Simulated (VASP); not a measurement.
# Sn (I4_1/amd) in VASP: single point with PBE

Aim: the single point of Sn with PBE.

Program: VASP 6.6.1. These are calculated values, not measurements. Logs are shortened: lines on timing, memory, paths and dates and some standing lists are left out, and cuts for length are marked.

## Step 1: The cell of the first run

Symmetry: I4_1/amd, No. 141, tetragonal system. The conventional cell has a = 5.947 Å, b = 5.947 Å, c = 3.214 Å, α = 90.00°, β = 90.00°, γ = 90.00°. Within 4.1 Å of Sn (site symmetry -4m2) lie 10 Sn at 3.08 to 3.83 Å.

## Step 2: Single point, PBE

INCAR

```
ALGO = Fast
EDIFF = 1E-6
ENCUT = 520
GGA = PE
ISIF = 2
ISMEAR = 0
KPAR = 4
LASPH = True
LCHARG = True
LREAL = False
LVHAR = True
LWAVE = False
NBANDS = 21
NELM = 100
PREC = Accurate
SIGMA = 0.2
```

KPOINTS

```
k-points
0
Gamma
  30 30 30
```

POSCAR

```
Sn
1.0
   -2.9736242866      2.9736242866      1.6071576952
    2.9736242866     -2.9736242866      1.6071576952
    2.9736242866      2.9736242866     -1.6071576952
Sn
2
Direct
    0.0000000000      0.0000000000      0.0000000000
    0.7500000000      0.2500000000      0.5000000000
```

Potentials or basis: VASP PAW PBE potentials, release 64 (Sn_d).

On the command line:

```bash
$ cat potpaw_PBE.64/Sn_d/POTCAR > POTCAR
$ mpirun -np 4 vasp_std > vasp.out
```

OUTCAR:

```text
EDIFF = 1E-6
   ENCUT = 520
   GGA = PE
   ISIF = 2
   ISMEAR = 0
   LASPH = True
   LREAL = False
   NELM = 100
   PREC = Accurate

 ion  position               nearest neighbor table
   1  0.000  0.000  0.000-   2 3.08   2 3.08   2 3.08   2 3.08
   2  0.750  0.250  0.500-   1 3.08   1 3.08   1 3.08   1 3.08

  LATTYP: Found a body centered tetragonal cell.
 ALAT       =     5.9472485732
 C/A-ratio  =     0.5404710011

  Lattice vectors:

 A1 = (  -2.9736242866,   2.9736242866,   1.6071576952)
 A2 = (   2.9736242866,  -2.9736242866,   1.6071576952)
 A3 = (   2.9736242866,   2.9736242866,  -1.6071576952)

Analysis of symmetry for initial positions (statically):
=====================================================================
 Subroutine PRICEL returns:
 Original cell was already a primitive cell.

 Routine SETGRP: Setting up the symmetry group for a
 body centered tetragonal supercell.

 Subroutine GETGRP returns: Found 16 space group operations
 (whereof  8 operations were pure point group operations)
 out of a pool of 16 trial point group operations.

The static configuration has the point symmetry D_2d.
 The point group associated with its full space group is D_4h.

Analysis of symmetry for dynamics (positions and initial velocities):
=====================================================================
 Subroutine PRICEL returns:
 Original cell was already a primitive cell.

 Routine SETGRP: Setting up the symmetry group for a
 body centered tetragonal supercell.

 Subroutine GETGRP returns: Found 16 space group operations
 (whereof  8 operations were pure point group operations)
 out of a pool of 16 trial point group operations.

The dynamic configuration has the point symmetry D_2d.
 The point group associated with its full space group is D_4h.

 Subroutine INISYM returns: Found 16 space group operations
 (whereof  8 operations are pure point group operations),
 and found     1 'primitive' translations

----------------------------------------------------------------------------------------

                                     Primitive cell

  volume of cell :      56.8448

  direct lattice vectors                    reciprocal lattice vectors
    -2.973624287  2.973624287  1.607157695     0.000000000  0.168144981  0.311108239
     2.973624287 -2.973624287  1.607157695     0.168144981  0.000000000  0.311108239
     2.973624287  2.973624287 -1.607157695     0.168144981  0.168144981  0.000000000

  length of vectors
     4.501981636  4.501981636  4.501981636     0.353639747  0.353639747  0.237792913

  position of ions in fractional coordinates (direct lattice)
     0.000000000  0.000000000  0.000000000
     0.750000000  0.250000000  0.500000000

  ion indices of the primitive-cell ions
   primitive index   ion index
                 1           1
                 2           2

----------------------------------------------------------------------------------------

 KPOINTS: k-points

Automatic generation of k-mesh.
 Grid dimensions read from file:
 generate k-points for:   30   30   30

 Generating k-lattice:

  Cartesian coordinates                     Fractional coordinates (reciprocal lattice)
     0.000000000  0.005604833  0.010370275     0.033333333  0.000000000  0.000000000
     0.005604833  0.000000000  0.010370275     0.000000000  0.033333333  0.000000000
     0.005604833  0.005604833  0.000000000     0.000000000  0.000000000  0.033333333

  Length of vectors
     0.011787992  0.011787992  0.007926430

  Shift w.r.t. Gamma in fractional coordinates (k-lattice)
     0.000000000  0.000000000  0.000000000

 Subroutine IBZKPT returns following result:
 ===========================================

 Found   1992 irreducible k-points:

 Following reciprocal coordinates:
            Coordinates               Weight
  0.000000  0.000000  0.000000      1.000000
  0.033333  0.000000  0.000000      8.000000
  0.066667  0.000000  0.000000      8.000000
  0.100000  0.000000 -0.000000      8.000000
  0.133333  0.000000  0.000000      8.000000
  0.166667  0.000000  0.000000      8.000000
[... 16 lines left out ...]
  0.233333  0.033333  0.000000     16.000000
  0.266667  0.033333  0.000000     16.000000
 [... further k-points ...]
   k-points           NKPTS =   1992   k-points in BZ     NKDIM =   1992   number of bands    NBANDS=     21
   number of dos      NEDOS =    301   number of ions     NIONS =      2
   total plane-waves  NPLWV =  46656
   dimension x,y,z NGX =    36 NGY =   36 NGZ =   36
   dimension x,y,z NGXF=    72 NGYF=   72 NGZF=   72
   ions per type =               2
   NGX,Y,Z   is equivalent  to a cutoff of  13.29, 13.29, 13.29 a.u.
   NGXF,Y,Z  is equivalent  to a cutoff of  26.59, 26.59, 26.59 a.u.
 SYSTEM =  unknown system
   PREC   = accura    normal or accurate (medium, high low for compatibility)
   ISTART =      0    job   : 0-new  1-cont  2-samecut
   ICHARG =      2    charge: 1-file 2-atom 10-const
   ISPIN  =      1    spin polarized calculation?
   LNONCOLLINEAR =      F non collinear calculations
   LSORBIT =      F    spin-orbit coupling
   LASPH  =      T    aspherical Exc in radial PAW
   ENCUT  =  520.0 eV  38.22 Ry    6.18 a.u.   8.37  8.37  8.37*2*pi/ulx,y,z
   NELM   =    100;   NELMIN=  2; NELMDL= -5     # of ELM steps
   EDIFF  = 0.1E-05   stopping-criterion for ELM
   LREAL  =      F    real-space projection
   EDIFFG = 0.1E-04   stopping-criterion for IOM
   NSW    =      0    number of steps for IOM
   IBRION =     -1    ionic relax: 0-MD 1-quasi-New 2-CG
   NFREE  =      0    steps in history (QN), initial steepest desc. (CG)
   ISIF   =      2    stress and relaxation
   ISYM   =      2    0-nonsym 1-usesym 2-fastsym
   POTIM  = 0.5000    time-step for ionic-motion
   TEBEG  =    0.0;   TEEND  =   0.0 temperature during run
   PSTRESS=    0.0 pullay stress
   NELECT =      28.0000    total number of electrons
   NUPDOWN=      -1.0000    fix difference up-down
   EMIN   =  10.00;   EMAX   =-10.00  energy-range for DOS
   EFERMI =   0.00;   METHOD = LEGACY
   ISMEAR =     0;   SIGMA  =   0.20  broadening in eV -4-tet -1-fermi 0-gaus
   EFERMI_NEDOS =   21; number of points for ismear=-14 and -15
   IALGO  =     68    algorithm
   IMIX   =      4    mixing-type and parameters
     AMIX     =   0.40;   BMIX     =  1.00
     AMIX_MAG =   1.60;   BMIX_MAG =  1.00
  volume/ion in A,a.u.               =      28.42       191.80
  Fermi-wavevector in a.u.,A,eV,Ry     =   1.292897  2.443221 22.743265  1.671583
  Thomas-Fermi vector in A             =   2.424576
   LORBIT       =      0    0 simple, 1 ext, 2 COOP (PROOUT), +10 PAW based schemes
   GGA     = PE    functional components
   LHFCALC =     F    Hartree Fock is set to
   AEXX    =    0.0000 exact exchange contribution
   IVDW    =     0    specifies the selected vdW correction
   LEPSILON=     F    determine dielectric tensor
   LRPA    =     F    only Hartree local field effects (RPA)
 non-spin polarized calculation
 RMM-DIIS sequential band-by-band and
 Gauss-broadening in eV      SIGMA  =   0.20
  energy-cutoff  :      520.00
  volume of cell :       56.84
 maximum number of plane-waves:      1551
 NGX is ok and might be reduce to    36
   NGX = 17   NGY = 17   NGZ = 17

 number of electron      27.9999992 magnetization

 Free energy of the ion-electron system (eV)
  ---------------------------------------------------
  ext. energy  EPLUGINS =         0.00000000
  ---------------------------------------------------
  free energy    TOTEN  =        -7.62128537 eV

  energy without entropy =       -7.60110873  energy(sigma->0) =       -7.61119705

 E-fermi :   7.4058     XC(G=0): -10.0891

 val. band max:        7.4042170661   @ k =  -0.1667  -0.2000   0.1000
 cond. band min:       7.4062199187   @ k =  -0.2333   0.3000   0.2000
 fundamental gap:      0.0020028526
 Fermi energy:         7.4058008295

 k-point     1 :       0.0000    0.0000    0.0000
  band No.  band energies     occupation
      1     -14.1764      2.00000
      2     -14.1132      2.00000
      3     -14.0651      2.00000
      4     -14.0641      2.00000
      5     -13.9279      2.00000
      6     -13.9279      2.00000
[... 13 lines left out ...]
     20      16.9710      0.00000
     21      17.6511      0.00000

 k-point     2 :       0.0333    0.0000    0.0000
  band No.  band energies     occupation
      1     -14.1758      2.00000
      2     -14.1111      2.00000
      3     -14.0644      2.00000
      4     -14.0616      2.00000
      5     -13.9295      2.00000
      6     -13.9295      2.00000
[... 13 lines left out ...]
     20      16.9820      0.00000
     21      17.7065      0.00000

 k-point     3 :       0.0667    0.0000    0.0000
  band No.  band energies     occupation
      1     -14.1740      2.00000
      2     -14.1049      2.00000
      3     -14.0624      2.00000
      4     -14.0544      2.00000
      5     -13.9338      2.00000
      6     -13.9332      2.00000
[... 13 lines left out ...]
     20      16.9121      0.00000
     21      17.1919      0.00000

 k-point     4 :       0.1000    0.0000   -0.0000
  band No.  band energies     occupation
      1     -14.1710      2.00000
      2     -14.0949      2.00000
      3     -14.0590      2.00000
      4     -14.0431      2.00000
      5     -13.9399      2.00000
      6     -13.9376      2.00000
[... 13 lines left out ...]
     20      16.4488      0.00000
     21      16.5567      0.00000

 k-point     5 :       0.1333    0.0000    0.0000
  band No.  band energies     occupation
      1     -14.1667      2.00000
      2     -14.0819      2.00000
      3     -14.0545      2.00000
      4     -14.0291      2.00000
      5     -13.9474      2.00000
      6     -13.9415      2.00000
[... 13 lines left out ...]
     20      15.9287      0.00000
     21      16.0602      0.00000
[... 382 lines left out ...]
     20      14.9584      0.00000
     21      15.5352      0.00000

 k-point    22 :       0.2000    0.0333   -0.0000
  band No.  band energies     occupation
      1     -14.1519      2.00000
      2     -14.0396      2.00000
      3     -14.0360      2.00000
      4     -13.9905      2.00000
      5     -13.9733      2.00000
      6     -13.9446      2.00000
[... 13 lines left out ...]
     20      14.5974      0.00000
     21      15.5847      0.00000

 k-point    23 :       0.2333    0.0333    0.0000
  band No.  band energies     occupation
      1     -14.1452      2.00000
      2     -14.0336      2.00000
      3     -14.0256      2.00000
      4     -13.9904      2.00000
      5     -13.9812      2.00000
      6     -13.9464      2.00000
[... 13 lines left out ...]
     20      14.2961      0.00000
     21      15.7658      0.00000

 k-point    24 :       0.2667    0.0333    0.0000
  band No.  band energies     occupation
      1     -14.1387      2.00000
      2     -14.0290      2.00000
      3     -14.0197      2.00000
      4     -13.9956      2.00000
      5     -13.9872      2.00000
      6     -13.9524      2.00000
[... 13 lines left out ...]
     20      14.0566      0.00000
     21      16.0367      0.00000

 [... further k-points ...]
[... 5 lines left out ...]
  --------------------------------------------------------------------------------------
  -------------------------------------------------------------------------------------
  Total       -0.0215459     -0.0215459     -0.0249327      0.0000000      0.0000000      0.0000000
  in kB       -0.6072736     -0.6072736     -0.7027302      0.0000000      0.0000000      0.0000000
  external PRESSURE =      -0.6390925 kB  Pullay stress =       0.0000000 kB

 VOLUME and BASIS-vectors are now :
 -----------------------------------------------------------------------------
  energy-cutoff  :      520.00
  volume of cell :       56.84
      direct lattice vectors                 reciprocal lattice vectors
    -2.973624287  2.973624287  1.607157695     0.000000000  0.168144981  0.311108239
     2.973624287 -2.973624287  1.607157695     0.168144981  0.000000000  0.311108239
     2.973624287  2.973624287 -1.607157695     0.168144981  0.168144981  0.000000000

 POSITION                                       TOTAL-FORCE (eV/Angst)
 -----------------------------------------------------------------------------------
      0.00000      0.00000      0.00000        -0.000000      0.000000     -0.000000
     -0.00000      2.97362      0.80358         0.000000     -0.000000      0.000000
 -----------------------------------------------------------------------------------
    total drift:                               -0.000000      0.000000     -0.000000

  FREE ENERGIE OF THE ION-ELECTRON SYSTEM (eV)
  ---------------------------------------------------
  free  energy   TOTEN  =        -7.6212853653 eV

  energy  without entropy=       -7.6011087271  energy(sigma->0) =       -7.61119705
```

Wall time 17 min (4 MPI ranks of Oxide Virtual Turin-like, shared host); peak memory 1.7 GiB.

What came out:

```
Free energy            : -7.6213 eV
Pressure               : -0.1 GPa
Band gap on the k mesh : zero (bands 14 and 15 overlap by 4.05 eV)
```

Levels at points of the mesh, in eV from the Fermi level:
```tsv
k point	band 11	band 12	band 13	band 14	band 15	band 16	band 17	band 18
(0.00, 0.00, 0.00)	-10.79	-3.83	-1.87	-1.87	3.03	5.94	5.94	6.66
(0.50, 0.00, 0.00)	-6.77	-5.22	-2.34	-1.61	-1.01	2.31	2.74	4.46
(0.50, 0.50, 0.00)	-8.65	-8.65	0.57	0.57	1.45	1.45	5.95	5.95
(0.50, 0.50, 0.50)	-7.45	-7.45	-4.54	-4.54	5.03	5.03	8.85	8.85
```

Caveat: spin-orbit coupling is left out, which moves the levels of the heavy elements.
